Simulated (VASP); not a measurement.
A run of VASP 6.6.1:

File POSCAR:

```
InPd
1.0
    3.3149408331      0.0000000000      0.0000000000
    0.0000000000      3.3149408331      0.0000000000
    0.0000000000      0.0000000000      3.3149408331
In Pd
1 1
Direct
    0.0000000000      0.0000000000      0.0000000000
    0.5000000000      0.5000000000      0.5000000000
```

The input INCAR.step1:

```
ALGO     = Normal         # electronic algorithm
EDIFF    = 1E-5           # SCF threshold, eV
ENCUT    = 520            # plane-wave cutoff, eV
GGA      = PE             # functional
ISIF     = 2              # what is computed and relaxed
ISMEAR   = -1             # smearing method
LASPH    = T              # aspherical terms in the spheres
LCHARG   = F              # write CHGCAR
LREAL    = F              # projectors in reciprocal space
LWAVE    = T              # write WAVECAR
NBANDS   = 18             # bands
NELM     = 60             # most SCF steps
PREC     = Accurate       # precision mode
SIGMA    = 0.05           # smearing width, eV
```

INCAR.step2

```
ALGO     = Normal         # electronic algorithm
EDIFF    = 1E-6           # SCF threshold, eV
ENCUT    = 520            # plane-wave cutoff, eV
GGA      = PE             # functional
HFSCREEN = 0.2079         # screening, 1/A
ISIF     = 2              # what is computed and relaxed
ISMEAR   = -1             # smearing method
ISTART   = 1            
LASPH    = T              # aspherical terms in the spheres
LCHARG   = F              # write CHGCAR
LHFCALC  = T              # exact exchange
LREAL    = F              # projectors in reciprocal space
LWAVE    = F              # write WAVECAR
NBANDS   = 18             # bands
NELM     = 60             # most SCF steps
PREC     = Accurate       # precision mode
PRECFOCK = Normal       
SIGMA    = 0.05           # smearing width, eV
```

File KPOINTS:

```
k-points
0
Gamma
  6 6 6
```

Potentials or basis: VASP PAW PBE potentials, release 64 (In_d, Pd).

Run with:

```console
$ cat potpaw_PBE.64/In_d/POTCAR potpaw_PBE.64/Pd/POTCAR > POTCAR
$ cp INCAR.step1 INCAR
$ mpirun -np 1 vasp_std > vasp.out
$ cp INCAR.step2 INCAR
$ mpirun -np 1 vasp_std > vasp.out
```

Hardware: 1 thread of AMD EPYC 9R14 (Zen 4) (shared host).

**Question.** How long does it take, and how much memory?

**Answer.** Wall time 46 min on 1 thread of AMD EPYC 9R14 (Zen 4), with other jobs on the host, peak memory 0.25 GiB. Counts: k points 20.
